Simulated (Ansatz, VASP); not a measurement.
# One calculation of P, two programs

Contents of INCAR:

```
ALGO     = Normal         # electronic algorithm
EDIFF    = 1E-6           # SCF threshold, eV
ENCUT    = 500            # plane-wave cutoff, eV
GGA      = PS             # functional
GGA_COMPAT= False        
ISIF     = 2              # what is computed and relaxed
ISMEAR   = -1             # smearing method
LASPH    = True           # aspherical terms in the spheres
LCHARG   = False          # write CHGCAR
LREAL    = False          # projectors in reciprocal space
LWAVE    = False          # write WAVECAR
NBANDS   = 8              # bands
NELM     = 120            # most SCF steps
PREC     = Accurate       # precision mode
SIGMA    = 0.08           # smearing width, eV
```

File KPOINTS:

```
k-points
0
Gamma
  10 10 9
```

Contents of POSCAR:

```
P
1.0
    4.1874467602      0.0000000000      0.0000000000
    0.0000000000      4.1874467602      0.0000000000
    0.0000000000      0.0000000000      4.3780000000
P
1
Direct
    0.0000000000      0.0000000000      0.0000000000
```

Input for Ansatz:

```yaml
crystal:
  lattice:
    - [4.1874467602, 0.0, 0.0]
    - [0.0, 4.1874467602, 0.0]
    - [0.0, 0.0, 4.378]
  atoms:
    - { symbol: P, position: [0.0, 0.0, 0.0] }
kpoints:
  mp_grid: { grid: [10, 10, 9] }
  band_path:
    path:
      - [0.0, 0.0, 0.0]
      - [0.0, 0.5, 0.0]
      - [0.5, 0.5, 0.0]
      - [0.0, 0.0, 0.0]
      - [0.0, 0.0, 0.5]
      - [0.0, 0.5, 0.5]
      - [0.5, 0.5, 0.5]
      - [0.0, 0.0, 0.5]
      - [0.0, 0.5, 0.0]
    npoints: 5
scf:
  occupations: { method: fermi_dirac, width: 0.08 }
hamiltonian:
  xc: pbesol
  pseudopotentials: { kind: all_electron, lapw: { basis_error: 0.00025 } }
output:
  forces: true
  stress: true
  eigenvalues: true
```

Change from the starting cell: equal xx and yy strain of -2 %.

Alike in both runs: task single point; functional PBEsol; k mesh 10 × 10 × 9; occupations fermi-dirac, width 0.08 eV; no spin polarisation.

```csv
,VASP,Ansatz
version,VASP 6.6.1,Ansatz 0.2.0
potentials or method,"VASP PAW PBE potentials, release 64 (P), cutoff 500 eV","all-electron LAPW, scalar-relativistic"
```

```tsv
	VASP	Ansatz	Ansatz less VASP
pressure (GPa)	-4.2	-4.2	+0.01
traceless stress, the component that is largest in VASP (GPa)	0.59	0.59	0.000
```

VASP's potentials were made for PBE, not for PBEsol. Ansatz ran all-electron here, and VASP with PAW potentials.
